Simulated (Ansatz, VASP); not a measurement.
# CuAu: VASP beside Ansatz

INCAR

```
ALGO = Normal
EDIFF = 1E-6
EDIFFG = -0.01
ENCUT = 600
GGA = PS
IBRION = 2
ISIF = 3
ISMEAR = -1
LASPH = T
LCHARG = F
LREAL = F
LWAVE = F
NELM = 100
NSW = 80
PREC = Accurate
SIGMA = 0.1
```

File KPOINTS:

```
k-points
0
Gamma
  11 11 9
```

The input POSCAR:

```
CuAu
1.0
    2.8107494600      0.0000000000      0.0000000000
    0.0000000000      2.8107494600      0.0000000000
    0.0000000000      0.0000000000      3.6850000000
Cu Au
1 1
Direct
    0.5000000000      0.5000000000      0.5000000000
    0.0000000000      0.0000000000      0.0000000000
```

Input for Ansatz:

```yaml
crystal:
  lattice:
    - [2.81074946, 0.0, 0.0]
    - [0.0, 2.81074946, 0.0]
    - [0.0, 0.0, 3.685]
  atoms:
    - { symbol: Cu, position: [0.5, 0.5, 0.5] }
    - { symbol: Au, position: [0.0, 0.0, 0.0] }
  symmetry: { tolerance: 0.0003 }
hamiltonian:
  xc: pbesol
  pseudopotentials: { kind: paw, azcp: { folder: soft_1 } }
basis:
  ecutwfc: 420
magnetization:
  spin_polarized: false
scf:
  occupations: { method: fermi_dirac, width: 0.1 }
kpoints:
  mp_grid: { grid: [11, 11, 9], shift: [0, 0, 0] }
output:
  forces: true
  stress: true
  eigenvalues: true
relax:
  max_steps: 60
  cell: {}
```

Alike in both runs: task relaxation of cell and atoms; functional PBEsol; k mesh 11 × 11 × 9; occupations fermi-dirac, width 0.1 eV; no spin polarisation.

```csv
,VASP,Ansatz
version,VASP 6.6.1,Ansatz 0.2.0
potentials or method,"VASP PAW PBE potentials, release 64 (Cu, Au), cutoff 600 eV",PAW plane waves
valence electrons in the cell,22,38
```

|  | VASP | Ansatz | Ansatz less VASP |
| --- | --- | --- | --- |
| gap on the k mesh at the Fermi level, each at its own relaxed structure (eV) | none | none | - |
| relaxed volume (Å³/atom) | 14.21 | 14.20 | -0.011 |
| relaxed cell length with the largest relative difference (Å) | 3.647 | 3.638 | -0.0089 |

VASP's potentials were made for PBE, not for PBEsol, and Ansatz warns of the same on its side. A gap of «none» marks a metal or a gap that the smearing closes. VASP's potentials hold 22 valence electrons a cell and Ansatz's 38, so a difference there can come from the potentials and not from the codes.

Spin-orbit coupling is off throughout.
